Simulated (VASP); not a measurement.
Crystal: LiH.

```
Li H
1.0
     0.00000    1.70919    1.70919
     1.70919    0.00000    1.70919
     1.70919    1.70919    0.00000
Li H
1 1
Direct
  0.00000 0.00000 0.00000
  0.25000 0.25000 0.25000
```

| Quantity | Value |
| --- | --- |
| Program | VASP 6.6.1 |
| Task | relaxation of cell and atoms |
| Functional | PBE |
| Potentials or basis | VASP PAW PBE potentials, release 64 (Li_sv, H) |
| Cutoff | 600 eV |
| k mesh | 12 × 12 × 12 |
| Occupations | fermi-dirac, width 0.02 eV |
| Spin | no spin polarisation |

At the start: pressure 56.4 GPa; volume 4.99 Å³/atom.

**Question.** Where does the relaxation end?

**Answer.** Over 6 steps the energy falls by 485.0 meV/atom and the volume is 8.91 Å³/atom (+78.4 %); space group F-43m (No. 216, to 0.05 Å).

Step by step:
```csv
step,energy change (eV),largest force (eV/Å),pressure (GPa),volume (Å³)
1,0.0000,0.0000,56.43,9.99
2,-0.6570,0.0000,24.03,12.75
3,-0.9583,0.0000,3.46,16.65
4,-0.9699,0.0000,0.33,17.66
5,-0.9700,0.0000,-0.17,17.84
6,-0.9700,0.0000,-0.09,17.81
```

Final structure:
```
Li H
1.0
     0.00000    2.07284    2.07284
     2.07284    0.00000    2.07284
     2.07284    2.07284    0.00000
Li H
1 1
Direct
  0.00000 0.00000 0.00000
  0.25000 0.25000 0.25000
```

Caveat: the cutoff is under 1.25 times the usual one of these potentials, so pressure, stress and relaxed cells hold a basis-set (Pulay) error; the volume moved by over 15 % at a fixed basis, so the end points are rough.
